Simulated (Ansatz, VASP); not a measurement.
HfO2: VASP beside Ansatz

File POSCAR:

```
HfO2
1.0
    0.0000000000      2.5291823181      2.5291823181
    2.6596881257      0.0000000000      2.5291823181
    2.6596881257      2.5291823181      0.0000000000
Hf O
1 2
Direct
    0.0000000000      0.0000000000      0.0000000000
    0.2500000000      0.2500000000      0.2500000000
    0.7500000000      0.7500000000      0.7500000000
```

INCAR.step1

```
SYSTEM = HfO2
PREC = Accurate
ENCUT = 520
ISMEAR = 0
SIGMA = 0.01
LREAL = .FALSE.
LASPH = .TRUE.
NELM = 80
NBANDS = 18
GGA = PE
ALGO = Normal
EDIFF = 1E-4
LWAVE = .TRUE.
LCHARG = .FALSE.
```

Contents of INCAR.step2:

```
SYSTEM = HfO2
PREC = Accurate
ENCUT = 520
EDIFF = 1E-6
ISMEAR = 0
SIGMA = 0.01
LREAL = .FALSE.
LASPH = .TRUE.
NELM = 80
ALGO = Normal
ISIF = 2
LWAVE = .FALSE.
LCHARG = .FALSE.
METAGGA = R2SCAN
LMIXTAU = .TRUE.
NBANDS = 18
ISTART = 1
```

Contents of KPOINTS:

```
regular mesh
0
G
  8 8 8
  0 0 0
```

Input for Ansatz:

```yaml
crystal:
  lattice:
    - [0.0, 2.5291823181, 2.5291823181]
    - [2.6596881257, 0.0, 2.5291823181]
    - [2.6596881257, 2.5291823181, 0.0]
  atoms:
    - { symbol: Hf, position: [0.0, 0.0, 0.0] }
    - { symbol: O, position: [0.25, 0.25, 0.25] }
    - { symbol: O, position: [0.75, 0.75, 0.75] }
kpoints:
  mp_grid: { grid: [8, 8, 8] }
  band_path:
    path:
      - [0.0, 0.0, 0.0]
      - [0.5, 0.0, 0.5]
      - [0.625, 0.25, 0.625]
      - [0.375, 0.375, 0.75]
      - [0.5, 0.5, 0.5]
      - [0.5, 0.25, 0.75]
    npoints: 1
hamiltonian:
  xc: r2scan
scf:
  occupations: { method: fixed }
  n_extra_bands: 4
output:
  forces: true
  stress: true
  eigenvalues: true
```

Change from the starting cell: uniaxial_x strain +5.2%.

Alike in both runs: task single point; functional r2SCAN; k mesh 8 × 8 × 8; no spin polarisation.

|  | VASP | Ansatz |
| --- | --- | --- |
| version | VASP 6.6.1 | Ansatz 0.2.0 |
| potentials or method | VASP PAW PBE potentials, release 64 (Hf_pv, O) | plane waves, PAW |
| plane-wave cutoff (eV) | 520 | 500 |
| occupations | gaussian, width 0.01 eV | fixed |
| valence electrons in the cell | 22 | 38 |

```csv
,VASP,Ansatz,Ansatz less VASP
gap on the k mesh at the Fermi level (eV),3.70,3.71,+0.011
pressure (GPa),-15.6,-12.2,+3.47
"traceless stress, the component that is largest in VASP (GPa)",-15.89,-15.64,+0.243
```

VASP's potentials were made for PBE, not for r2SCAN. VASP's potentials hold 22 valence electrons a cell and Ansatz's 38, so a difference there can come from the potentials and not from the codes.

Spin-orbit coupling is off throughout.
